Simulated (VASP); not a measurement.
## B3N2: single point with PBE

B3N2:

```xyz
5
Lattice="2.4729 -0.0002 0.0166 -1.2367 2.1414 0.0363 0.0815 0.2497 12.4863" Properties=species:S:1:pos:R:3 pbc="T T T"
B     0.2108    0.1370   -0.0292
B     0.0290    1.5009    8.3820
B     1.1833    0.8215    4.1717
N    -0.0532    1.5353    4.1788
N     1.2655    0.7871    8.3748
```

| Item | Value |
| --- | --- |
| Program | VASP 6.6.1 |
| Task | single point |
| Functional | PBE |
| Potentials or basis | VASP PAW PBE potentials, release 64 (B, N) |
| Cutoff | 520 eV |
| k mesh | 12 × 12 × 2 |
| Occupations | gaussian, width 0.1 eV |
| Spin | no spin polarisation |

The pressure is -0.1 GPa. The band gap on the k mesh is zero (an odd number of electrons rules out a gap without spin polarisation).

Levels at points of the mesh, in eV from the Fermi level:
```tsv
k point	band 7	band 8	band 9	band 10	band 11	band 12	band 13	band 14
(0.00, 0.00, 0.00)	-1.73	-1.73	-1.73	-1.42	4.27	6.69	6.92	9.31
(0.50, 0.00, 0.00)	-2.61	-2.09	-1.42	-1.34	3.22	4.36	4.57	6.55
(0.00, 0.50, 0.00)	-2.61	-2.09	-1.44	-1.32	3.24	4.31	4.59	6.55
(0.50, 0.50, 0.00)	-2.61	-2.09	-1.43	-1.32	3.22	4.31	4.62	6.55
(0.00, 0.00, 0.50)	-1.73	-1.73	-1.73	-1.43	4.74	5.34	8.13	9.31
(0.50, 0.00, 0.50)	-2.61	-2.09	-1.43	-1.33	3.22	4.42	4.51	6.55
(0.00, 0.50, 0.50)	-2.61	-2.09	-1.44	-1.32	3.24	4.35	4.54	6.55
(0.50, 0.50, 0.50)	-2.61	-2.09	-1.44	-1.32	3.21	4.38	4.56	6.55
```

Run time: 78 s on 1 thread of Intel(R) Xeon(R) 6975P-C (Granite Rapids), with other jobs on the host, peak memory 0.27 GiB.

Caveat: an odd number of electrons without spin polarisation forces a metal; a magnetic or distorted state may lie lower.
